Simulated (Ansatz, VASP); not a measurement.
**Au in VASP and in Ansatz**

```
CELL_PARAMETERS angstrom
0.00000 2.04188 2.04188
2.04188 0.00000 2.04188
2.04188 2.04188 0.00000
ATOMIC_POSITIONS crystal
Au 0.00000 0.00000 0.00000
```

Alike in both runs: functional PBEsol; k mesh 18 × 18 × 18; occupations gaussian, width 0.1 eV; no spin polarisation.

Ansatz relaxed the structure, and its values are those at the end. VASP's run is a single point on that final structure, the one shown.

|  | VASP | Ansatz |
| --- | --- | --- |
| version | VASP 6.6.1 | Ansatz 0.2.0 |
| potentials or method | VASP PAW PBE potentials, release 64 (Au), cutoff 520 eV | scalar-relativistic, plane waves, PAW |
| valence electrons in the cell | 11 | 19 |

VASP gave:

| Property | Result |
| --- | --- |
| gap on the k mesh at the Fermi level (eV) | none |
| pressure (GPa) | -0.3 |

Question: Which values does Ansatz return?

Answer: gap on the k mesh at the Fermi level (eV): none; pressure (GPa): 0.0.

VASP's potentials were made for PBE, not for PBEsol. A gap of «none» marks a metal or a gap that the smearing closes. VASP's potentials hold 11 valence electrons a cell and Ansatz's 19, so a difference there can come from the potentials and not from the codes.

Neither program's run includes spin-orbit coupling.
